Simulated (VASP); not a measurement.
A run of VASP 6.6.1 is set up as follows.

Contents of INCAR:

```
SYSTEM = Si2Mo
PREC     = Accurate       ! precision mode
ENCUT    = 520            ! plane-wave cutoff, eV
EDIFF    = 1E-7           ! SCF threshold, eV
ISMEAR   = 0              ! smearing method
SIGMA    = 0.1            ! smearing width, eV
LREAL    = .False.        ! projectors in reciprocal space
LASPH    = .True.         ! aspherical terms in the spheres
NELM     = 150            ! most SCF steps
ALGO     = Normal         ! electronic algorithm
ISIF     = 2              ! what is computed and relaxed
LWAVE    = .False.        ! write WAVECAR
LCHARG   = .True.         ! write CHGCAR
LMAXMIX  = 4              ! l up to which the mixer works
LDAU     = .True.         ! DFT+U
LDAUTYPE = 2            
LDAUL    = -1 2           ! shell
LDAUU    = 0 1            ! U, eV
LDAUJ    = 0 0          
LDAUPRINT= 1            
LDIPOL   = .True.       
IDIPOL   = 3            
DIPOL    = 0.5 0.5 0.330
GGA      = PS             ! functional
LELF     = .True.         ! ELF
LVHAR    = .True.       
LVACPOTAV= .True.       
NBANDS   = 31             ! bands
ISYM     = 0
```

Contents of KPOINTS:

```
regular mesh
0
Gamma
  8 8 1
  0 0 0
```

Contents of POSCAR:

```
Si2Mo
1.0
    3.2169717406      0.0000000000      0.0000000000
    0.0000000000      3.2169717406      0.0000000000
    0.0000000000      0.0000000000     21.8787970309
Si Mo
4 2
Direct
    0.0000000000      0.0000000000      0.1828254083
    0.0000000000      0.0000000000      0.3015081460
    0.5000000000      0.5000000000      0.3593659940
    0.5000000000      0.5000000000      0.4743769512
    0.5000000000      0.5000000000      0.2421667771
    0.0000000000      0.0000000000      0.4192862009
```

Potentials or basis: VASP PAW PBE potentials, release 64 (Si, Mo_sv).

Command:

```sh
$ cat potpaw_PBE.64/Si/POTCAR potpaw_PBE.64/Mo_sv/POTCAR > POTCAR
$ mpirun -np 1 vasp_std > vasp.out
```

Predict the largest force.

0.847 eV/Å.

What does it give for the band gap on the k mesh?

Zero (band 22 reaches 2.09 eV, above the bottom of band 23 at 1.23 eV).

Forces on the atoms (eV/Å):
```
Si   0.000  0.000  0.847
Si   0.000  0.000 -0.449
Si   0.000  0.000  0.059
Si   0.000  0.000 -0.229
Mo   0.000  0.000 -0.230
Mo   0.000  0.000  0.002
```

Caveat: the PAW data sets were made with another functional, which shifts forces and pressure a little; U without spin polarisation on a metal has little footing; the U is typed as a test and isn't derived for this compound.
